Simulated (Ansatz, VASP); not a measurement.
# I: VASP beside Ansatz

```
CELL_PARAMETERS angstrom
3.75899 -2.19526 0.00000
3.75899 2.19526 0.00000
0.00000 0.00000 9.63376
ATOMIC_POSITIONS crystal
I 0.82721 0.17279 0.87722
I 0.32721 0.67279 0.62278
I 0.17279 0.82721 0.12278
I 0.67279 0.32721 0.37722
```

Alike in both runs: functional PBEsol; k mesh 8 × 8 × 4; occupations gaussian, width 0.02 eV; no spin polarisation.

Ansatz relaxed the structure, and its values are those at the end. VASP's run is a single point on that final structure, the one shown.

```csv
,VASP,Ansatz
version,VASP 6.6.1,Ansatz 0.2.0
potentials or method,"VASP PAW PBE potentials, release 64 (I), cutoff 520 eV","scalar-relativistic, plane waves, PAW"
valence electrons in the cell,28,68
```

|  | VASP | Ansatz | Ansatz less VASP |
| --- | --- | --- | --- |
| gap on the k mesh at the Fermi level (eV) | 0.81 | 0.80 | -0.008 |
| least direct gap on the mesh (eV) | 1.08 | 1.07 | -0.007 |
| pressure (GPa) | 0.0 | 0.0 | 0.00 |

VASP's potentials were made for PBE, not for PBEsol. With one functional, cell and mesh, what is left measures potentials, basis and numerics. VASP's potentials hold 28 valence electrons a cell and Ansatz's 68, so a difference there can come from the potentials and not from the codes.

Neither program's run includes spin-orbit coupling.
